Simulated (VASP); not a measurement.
# C (Fd-3m) in VASP: single point with LDA

Aim: the single point of C with LDA.

Everything below comes from runs of VASP 6.6.1. Logs are shortened: lines on timing, memory, paths and dates and some standing lists are left out, and cuts for length are marked.

### 1 The cell of the first run

The structure is cubic, space group Fd-3m (No. 227). The conventional cell has a = 3.567 Å, b = 3.567 Å, c = 3.567 Å, α = 90.00°, β = 90.00°, γ = 90.00°. C (site symmetry -43m) has 4 C at 1.54 Å within 2.1 Å.

### 2 Single point, LDA

INCAR

```
SYSTEM = C
PREC = Accurate
ENCUT = 1300
EDIFF = 1E-6
ISMEAR = 0
SIGMA = 0.02
LREAL = .False.
LASPH = .True.
NELM = 120
ALGO = Normal
ISIF = 2
LWAVE = .False.
LCHARG = .False.
NBANDS = 11
GGA_COMPAT = .False.
```

KPOINTS

```
Automatic mesh
0
Gamma
  12 12 12
  0 0 0
```

POSCAR

```
C
1.0
    0.0000000000      1.7834000000      1.7834000000
    1.7834000000      0.0000000000      1.7834000000
    1.7834000000      1.7834000000      0.0000000000
C
2
Direct
    0.5000000000      0.5000000000      0.5000000000
    0.7500000000      0.7500000000      0.7500000000
```

Potentials or basis: VASP PAW LDA potentials, release 64 (C_h).

Launch:

```sh
cat potpaw_LDA.64/C_h/POTCAR > POTCAR
mpirun -np 1 vasp_std > vasp.out
```

OUTCAR:

```text
SYSTEM = C
   PREC = Accurate
   ENCUT = 1300
   EDIFF = 1E-6
   ISMEAR = 0
   LREAL = .False.
   LASPH = .True.
   NELM = 120
   ISIF = 2

 ion  position               nearest neighbor table
   1  0.500  0.500  0.500-
   2  0.750  0.750  0.750-

  LATTYP: Found a face centered cubic cell.
 ALAT       =     3.5668000000

  Lattice vectors:

 A1 = (   0.0000000000,   1.7834000000,   1.7834000000)
 A2 = (   1.7834000000,   0.0000000000,   1.7834000000)
 A3 = (   1.7834000000,   1.7834000000,   0.0000000000)

Analysis of symmetry for initial positions (statically):
=====================================================================
 Subroutine PRICEL returns:
 Original cell was already a primitive cell.

 Routine SETGRP: Setting up the symmetry group for a
 face centered cubic supercell.

 Subroutine GETGRP returns: Found 48 space group operations
 (whereof 24 operations were pure point group operations)
 out of a pool of 48 trial point group operations.

The static configuration has the point symmetry T_d .
 The point group associated with its full space group is O_h .

Analysis of symmetry for dynamics (positions and initial velocities):
=====================================================================
 Subroutine PRICEL returns:
 Original cell was already a primitive cell.

 Routine SETGRP: Setting up the symmetry group for a
 face centered cubic supercell.

 Subroutine GETGRP returns: Found 48 space group operations
 (whereof 24 operations were pure point group operations)
 out of a pool of 48 trial point group operations.

The dynamic configuration has the point symmetry T_d .
 The point group associated with its full space group is O_h .

 Subroutine INISYM returns: Found 48 space group operations
 (whereof 24 operations are pure point group operations),
 and found     1 'primitive' translations

----------------------------------------------------------------------------------------

                                     Primitive cell

  volume of cell :      11.3443

  direct lattice vectors                    reciprocal lattice vectors
     0.000000000  1.783400000  1.783400000    -0.280363351  0.280363351  0.280363351
     1.783400000  0.000000000  1.783400000     0.280363351 -0.280363351  0.280363351
     1.783400000  1.783400000  0.000000000     0.280363351  0.280363351 -0.280363351

  length of vectors
     2.522108467  2.522108467  2.522108467     0.485603568  0.485603568  0.485603568

  position of ions in fractional coordinates (direct lattice)
     0.500000000  0.500000000  0.500000000
     0.750000000  0.750000000  0.750000000

  ion indices of the primitive-cell ions
   primitive index   ion index
                 1           1
                 2           2

----------------------------------------------------------------------------------------

 KPOINTS: Automatic mesh

Automatic generation of k-mesh.
 Grid dimensions read from file:
 generate k-points for:   12   12   12

 Generating k-lattice:

  Cartesian coordinates                     Fractional coordinates (reciprocal lattice)
    -0.023363613  0.023363613  0.023363613     0.083333333  0.000000000  0.000000000
     0.023363613 -0.023363613  0.023363613     0.000000000  0.083333333  0.000000000
     0.023363613  0.023363613 -0.023363613     0.000000000  0.000000000  0.083333333

  Length of vectors
     0.040466964  0.040466964  0.040466964

  Shift w.r.t. Gamma in fractional coordinates (k-lattice)
     0.000000000  0.000000000  0.000000000

 Subroutine IBZKPT returns following result:
 ===========================================

 Found     72 irreducible k-points:

 Following reciprocal coordinates:
            Coordinates               Weight
  0.000000  0.000000  0.000000      1.000000
  0.083333  0.000000  0.000000      8.000000
  0.166667  0.000000  0.000000      8.000000
  0.250000  0.000000  0.000000      8.000000
  0.333333  0.000000  0.000000      8.000000
  0.416667  0.000000  0.000000      8.000000
[... 16 lines left out ...]
  0.500000  0.166667  0.000000     24.000000
 -0.416667  0.166667  0.000000     24.000000
 [... further k-points ...]
   k-points           NKPTS =     72   k-points in BZ     NKDIM =     72   number of bands    NBANDS=     11
   number of dos      NEDOS =    301   number of ions     NIONS =      2
   total plane-waves  NPLWV =  27000
   dimension x,y,z NGX =    30 NGY =   30 NGZ =   30
   dimension x,y,z NGXF=    60 NGYF=   60 NGZF=   60
   ions per type =               2
   NGX,Y,Z   is equivalent  to a cutoff of  19.77, 19.77, 19.77 a.u.
   NGXF,Y,Z  is equivalent  to a cutoff of  39.55, 39.55, 39.55 a.u.
 SYSTEM =  C
   PREC   = accura    normal or accurate (medium, high low for compatibility)
   ISTART =      0    job   : 0-new  1-cont  2-samecut
   ICHARG =      2    charge: 1-file 2-atom 10-const
   ISPIN  =      1    spin polarized calculation?
   LNONCOLLINEAR =      F non collinear calculations
   LSORBIT =      F    spin-orbit coupling
   LASPH  =      T    aspherical Exc in radial PAW
   ENCUT  = 1300.0 eV  95.55 Ry    9.77 a.u.   7.41  7.41  7.41*2*pi/ulx,y,z
   NELM   =    120;   NELMIN=  2; NELMDL= -5     # of ELM steps
   EDIFF  = 0.1E-05   stopping-criterion for ELM
   LREAL  =      F    real-space projection
   EDIFFG = 0.1E-04   stopping-criterion for IOM
   NSW    =      0    number of steps for IOM
   IBRION =     -1    ionic relax: 0-MD 1-quasi-New 2-CG
   NFREE  =      0    steps in history (QN), initial steepest desc. (CG)
   ISIF   =      2    stress and relaxation
   ISYM   =      2    0-nonsym 1-usesym 2-fastsym
   POTIM  = 0.5000    time-step for ionic-motion
   TEBEG  =    0.0;   TEEND  =   0.0 temperature during run
   PSTRESS=    0.0 pullay stress
   NELECT =       8.0000    total number of electrons
   NUPDOWN=      -1.0000    fix difference up-down
   EMIN   =  10.00;   EMAX   =-10.00  energy-range for DOS
   EFERMI =   0.00;   METHOD = LEGACY
   ISMEAR =     0;   SIGMA  =   0.02  broadening in eV -4-tet -1-fermi 0-gaus
   EFERMI_NEDOS =   21; number of points for ismear=-14 and -15
   IALGO  =     38    algorithm
   IMIX   =      4    mixing-type and parameters
     AMIX     =   0.40;   BMIX     =  1.00
     AMIX_MAG =   1.60;   BMIX_MAG =  1.00
  volume/ion in A,a.u.               =       5.67        38.28
  Fermi-wavevector in a.u.,A,eV,Ry     =   1.457178  2.753668 28.890189  2.123369
  Thomas-Fermi vector in A             =   2.574010
   LORBIT       =      0    0 simple, 1 ext, 2 COOP (PROOUT), +10 PAW based schemes
   GGA     = CA    functional components
   LHFCALC =     F    Hartree Fock is set to
   AEXX    =    0.0000 exact exchange contribution
   IVDW    =     0    specifies the selected vdW correction
   LEPSILON=     F    determine dielectric tensor
   LRPA    =     F    only Hartree local field effects (RPA)
 non-spin polarized calculation
 Gauss-broadening in eV      SIGMA  =   0.02
  energy-cutoff  :     1300.00
  volume of cell :       11.34
 maximum number of plane-waves:      1243
 NGX is ok and might be reduce to    30
   NGX = 15   NGY = 15   NGZ = 15

 number of electron       8.0000000 magnetization

 Free energy of the ion-electron system (eV)
  ---------------------------------------------------
  ext. energy  EPLUGINS =         0.00000000
  ---------------------------------------------------
  free energy    TOTEN  =       -20.25590822 eV

  energy without entropy =      -20.25590822  energy(sigma->0) =      -20.25590822

 E-fermi :  10.9562     XC(G=0): -13.6496

 val. band max:       10.8646853425   @ k =   0.0000   0.0000   0.0000
 cond. band min:      14.9895242057   @ k =   0.3333   0.3333   0.0000
 fundamental gap:      4.1248388632
 Fermi energy:        10.9561927113

 k-point     1 :       0.0000    0.0000    0.0000
  band No.  band energies     occupation
      1     -10.4542      2.00000
      2      10.8647      2.00000
      3      10.8647      2.00000
      4      10.8647      2.00000
      5      16.4078      0.00000
      6      16.4078      0.00000
      7      16.4078      0.00000
      8      24.4124      0.00000
      9      29.8696      0.00000
     10      37.4841      0.00000
     11      37.4841      0.00000

 k-point     2 :       0.0833    0.0000    0.0000
  band No.  band energies     occupation
      1     -10.2621      2.00000
      2       9.6526      2.00000
      3      10.5429      2.00000
      4      10.5429      2.00000
      5      16.8283      0.00000
      6      16.8283      0.00000
      7      17.1254      0.00000
      8      24.5445      0.00000
      9      30.1788      0.00000
     10      35.2184      0.00000
     11      35.2184      0.00000

 k-point     3 :       0.1667    0.0000    0.0000
  band No.  band energies     occupation
      1      -9.6882      2.00000
      2       7.1457      2.00000
      3       9.8445      2.00000
      4       9.8445      2.00000
      5      17.7408      0.00000
      6      17.7408      0.00000
      7      18.2454      0.00000
      8      24.9214      0.00000
      9      30.8264      0.00000
     10      33.6090      0.00000
     11      33.6090      0.00000

 k-point     4 :       0.2500    0.0000    0.0000
  band No.  band energies     occupation
      1      -8.7402      2.00000
      2       4.3295      2.00000
      3       9.1246      2.00000
      4       9.1246      2.00000
      5      18.5895      0.00000
      6      18.5895      0.00000
      7      19.0565      0.00000
      8      25.4476      0.00000
      9      31.2573      0.00000
     10      33.1796      0.00000
     11      33.1796      0.00000

 k-point     5 :       0.3333    0.0000    0.0000
  band No.  band energies     occupation
      1      -7.4372      2.00000
      2       1.5612      2.00000
      3       8.5534      2.00000
      4       8.5534      2.00000
      5      19.0703      0.00000
      6      19.0703      0.00000
      7      19.5411      0.00000
      8      25.9287      0.00000
      9      31.5110      0.00000
     10      33.9870      0.00000
     11      33.9870      0.00000
[... 211 lines left out ...]
 k-point    21 :       0.3333    0.1667    0.0000
  band No.  band energies     occupation
      1      -7.6771      2.00000
      2       3.7122      2.00000
      3       7.0354      2.00000
      4       7.4833      2.00000
      5      16.8369      0.00000
      6      21.6250      0.00000
      7      21.6272      0.00000
      8      22.5500      0.00000
      9      31.6658      0.00000
     10      32.1876      0.00000
     11      37.8238      0.00000

 k-point    22 :       0.4167    0.1667    0.0000
  band No.  band energies     occupation
      1      -6.2797      2.00000
      2       1.1660      2.00000
      3       6.6389      2.00000
      4       6.8183      2.00000
      5      17.4896      0.00000
      6      21.7608      0.00000
      7      21.9935      0.00000
      8      23.4180      0.00000
      9      31.5981      0.00000
     10      33.1159      0.00000
     11      38.1225      0.00000

 k-point    23 :       0.5000    0.1667    0.0000
  band No.  band energies     occupation
      1      -4.6753      2.00000
      2      -1.0917      2.00000
      3       5.9205      2.00000
      4       6.9066      2.00000
      5      17.9034      0.00000
      6      21.4938      0.00000
      7      22.1368      0.00000
      8      24.9735      0.00000
      9      30.6860      0.00000
     10      34.3985      0.00000
     11      37.2802      0.00000

 k-point    24 :      -0.4167    0.1667    0.0000
  band No.  band energies     occupation
      1      -4.2258      2.00000
      2      -1.6271      2.00000
      3       5.4317      2.00000
      4       7.2856      2.00000
      5      18.3396      0.00000
      6      21.0092      0.00000
      7      22.1155      0.00000
      8      26.1044      0.00000
      9      30.0148      0.00000
     10      34.9157      0.00000
     11      35.1048      0.00000

 [... further k-points ...]

------------------------ aborting loop because EDIFF is reached ----------------------------------------

  FORCE on cell =-STRESS in cart. coord.  units (eV):
  Direction    XX          YY          ZZ          XY          YZ          ZX
  --------------------------------------------------------------------------------------
  -------------------------------------------------------------------------------------
  Total       -0.8692714     -0.8692714     -0.8692714      0.0000000      0.0000000      0.0000000
  in kB     -122.7692681   -122.7692681   -122.7692681      0.0000000      0.0000000      0.0000000
  external PRESSURE =    -122.7692681 kB  Pullay stress =       0.0000000 kB

 VOLUME and BASIS-vectors are now :
 -----------------------------------------------------------------------------
  energy-cutoff  :     1300.00
  volume of cell :       11.34
      direct lattice vectors                 reciprocal lattice vectors
     0.000000000  1.783400000  1.783400000    -0.280363351  0.280363351  0.280363351
     1.783400000  0.000000000  1.783400000     0.280363351 -0.280363351  0.280363351
     1.783400000  1.783400000  0.000000000     0.280363351  0.280363351 -0.280363351

 POSITION                                       TOTAL-FORCE (eV/Angst)
 -----------------------------------------------------------------------------------
      1.78340      1.78340      1.78340         0.000000      0.000000      0.000000
      2.67510      2.67510      2.67510        -0.000000     -0.000000     -0.000000
 -----------------------------------------------------------------------------------
    total drift:                                0.000000     -0.000000     -0.000000

  FREE ENERGIE OF THE ION-ELECTRON SYSTEM (eV)
  ---------------------------------------------------
  free  energy   TOTEN  =       -20.2559082171 eV

  energy  without entropy=      -20.2559082171  energy(sigma->0) =      -20.25590822
```

Run time: 18 s. Hardware: 1 thread of Intel Xeon Platinum 8488C (Sapphire Rapids), shared host; peak memory 0.15 GiB.

Results:

| Quantity | Value |
| --- | --- |
| Free energy | -20.2559 eV |
| Pressure | -12.3 GPa |
| Band gap on the k mesh | 4.12 eV (least direct gap 5.54 eV) |

Caveat: the cell stands under tension.
